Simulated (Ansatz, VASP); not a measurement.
**Hg: VASP beside Ansatz**

```
CELL_PARAMETERS angstrom
-1.94681 1.94681 1.94681
1.94681 -1.94681 1.94681
1.94681 1.94681 -1.94681
ATOMIC_POSITIONS crystal
Hg 0.00000 0.00000 0.00000
```

Alike in both runs: functional PBE; k mesh 15 × 15 × 15; occupations fermi-dirac, width 0.05 eV; no spin polarisation.

Ansatz relaxed the structure, and its values are those at the end. VASP's run is a single point on that final structure, the one shown.

|  | VASP | Ansatz |
| --- | --- | --- |
| version | VASP 6.6.1 | Ansatz 0.2.0 |
| potentials or method | VASP PAW PBE potentials, release 64 (Hg) | PAW with Ansatz's default frozen-core files, scalar-relativistic |
| plane-wave cutoff (eV) | 520 | 420 |
| valence electrons in the cell | 12 | 20 |

```tsv
	VASP	Ansatz	Ansatz less VASP
pressure (GPa)	0.0	0.0	-0.07
```

With one functional, cell and mesh, what is left measures potentials, basis and numerics. VASP's potentials hold 12 valence electrons a cell and Ansatz's 20, so a difference there can come from the potentials and not from the codes.

Neither program's run includes spin-orbit coupling.
